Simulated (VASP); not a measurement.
Set up this calculation in VASP 6.6.1, as the native input.

```yaml
Task: single point
Functional: PBEsol
Potentials_or_basis: VASP PAW PBE potentials, release 64 (Lu, H)
Cutoff: 520 eV
k_mesh: 9 × 9 × 9
Occupations: fermi-dirac, width 0.05 eV
Spin: no spin polarisation
Dipole_correction: no
Further_INCAR_settings: ALGO = Normal; EDIFF = 1e-06; NBANDS = 20
```

The structure of LuH2 lies in POSCAR:

```
LuH2
1.0
    0.0000000000      2.4651284426      2.4651284426
    2.4651284426      0.0000000000      2.4651284426
    2.4651284426      2.4651284426      0.0000000000
Lu H
1 2
Direct
    0.0000000000      0.0000000000      0.0000000000
    0.7500000000      0.7500000000      0.7500000000
    0.2500000000      0.2500000000      0.2500000000
```

This cell differs from its parent crystal: volume scaled by 0.94.

One way to write it, as run:

INCAR

```
PREC     = Accurate       # precision mode
ENCUT    = 520            # plane-wave cutoff, eV
EDIFF    = 1E-6           # SCF threshold, eV
ISMEAR   = -1             # smearing method
SIGMA    = 0.05           # smearing width, eV
LREAL    = F              # projectors in reciprocal space
LASPH    = T              # aspherical terms in the spheres
NELM     = 60             # most SCF steps
ALGO     = Normal         # electronic algorithm
ISIF     = 2              # what is computed and relaxed
LWAVE    = F              # write WAVECAR
LCHARG   = F              # write CHGCAR
GGA      = PS             # functional
NBANDS   = 20             # bands
```

KPOINTS

```
Automatic mesh
0
Gamma
  9 9 9
```

Potentials or basis: VASP PAW PBE potentials, release 64 (Lu, H).

Run with:

```sh
$ cat potpaw_PBE.64/Lu/POTCAR potpaw_PBE.64/H/POTCAR > POTCAR
$ mpirun -np 1 vasp_std > vasp.out
```

It gave:

| Quantity | Value |
| --- | --- |
| Pressure | 2.1 GPa |

Caveat: the PAW data sets were made with another functional, which shifts forces and pressure a little.

Wall time 16 s on 1 thread of Intel(R) Xeon(R) Platinum 8488C (Sapphire Rapids), with other jobs on the host, peak memory 0.18 GiB.
